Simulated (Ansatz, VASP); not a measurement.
# Two plane-wave programs on Co

```xyz
2
Lattice="2.4564 0.0000 0.0000 -1.2282 2.1273 0.0000 0.0000 0.0000 4.0489" Properties=species:S:1:pos:R:3 pbc="T T T"
Co    1.2282    0.7091    1.0122
Co    0.0000    1.4182    3.0366
```

Change from the starting cell: strain +0.0200 x Voigt [0, 0, 1, 0, 0, 0], atoms carried along.

Alike in both runs: task single point; functional PBEsol; k mesh 30 × 30 × 16; occupations gaussian, width 0.15 eV; collinear spin.

|  | VASP | Ansatz |
| --- | --- | --- |
| version | VASP 6.6.1 | Ansatz 0.2.0 |
| potentials or method | VASP PAW PBE potentials, release 64 (Co), cutoff 520 eV | scalar-relativistic, plane waves, PAW |
| valence electrons in the cell | 18 | 34 |

|  | VASP | Ansatz | Ansatz less VASP |
| --- | --- | --- | --- |
| gap on the k mesh at the Fermi level (eV) | none | none | - |
| pressure (GPa) | -5.3 | -4.5 | +0.82 |
| traceless stress, the component that is largest in VASP (GPa) | -4.07 | -4.12 | -0.042 |
| net moment per atom (μB) | 1.59 | 1.59 | +0.006 |
| size of the moment on the site where the two differ most (μB) | 1.60 | 1.66 | +0.061 |

VASP's potentials were made for PBE, not for PBEsol. Site moments also hang on the region over which each program counts them. A gap of «none» marks a metal or a gap that the smearing closes. With one functional, cell and mesh, what is left measures potentials, basis and numerics. VASP's potentials hold 18 valence electrons a cell and Ansatz's 34, so a difference there can come from the potentials and not from the codes.
